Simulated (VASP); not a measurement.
Here is a VASP 6.6.1 calculation.

File INCAR:

```
PREC = Accurate ; ENCUT = 600
EDIFF = 1E-6 ; ISMEAR = -1
SIGMA = 0.05 ; LREAL = False
LASPH = True ; NELM = 120
ALGO = Normal ; ISIF = 2
LWAVE = False ; LCHARG = False
GGA = CA ; NBANDS = 30
GGA_COMPAT = False
```

Contents of KPOINTS:

```
regular mesh
0
Gamma
  8 8 8
```

The input POSCAR:

```
Ni3Ge
1.0
    3.5995739226      0.0000000000      0.0000000000
    0.0000000000      3.5995739226      0.0000000000
    0.0000000000      0.0000000000      3.5995739226
Ni Ge
3 1
Direct
    0.5000000000      0.0000000000      0.5000000000
    0.0000000000      0.5000000000      0.5000000000
    0.5000000000      0.5000000000      0.0000000000
    0.0000000000      0.0000000000      0.0000000000
```

Potentials or basis: VASP PAW LDA potentials, release 64 (Ni, Ge_d).

Command:

```console
$ cat potpaw_LDA.64/Ni/POTCAR potpaw_LDA.64/Ge_d/POTCAR > POTCAR
$ mpirun -np 1 vasp_std > vasp.out
```

**Question.** Predict the band gap on the k mesh.

**Answer.** Zero (bands 22 and 23 overlap by 0.21 eV).

**Question.** Estimate the pressure.

**Answer.** -17.3 GPa.

Caveat: the cell stands under tension. Spin polarisation is off, so any magnetic state and its effect on volume and gap are missing.
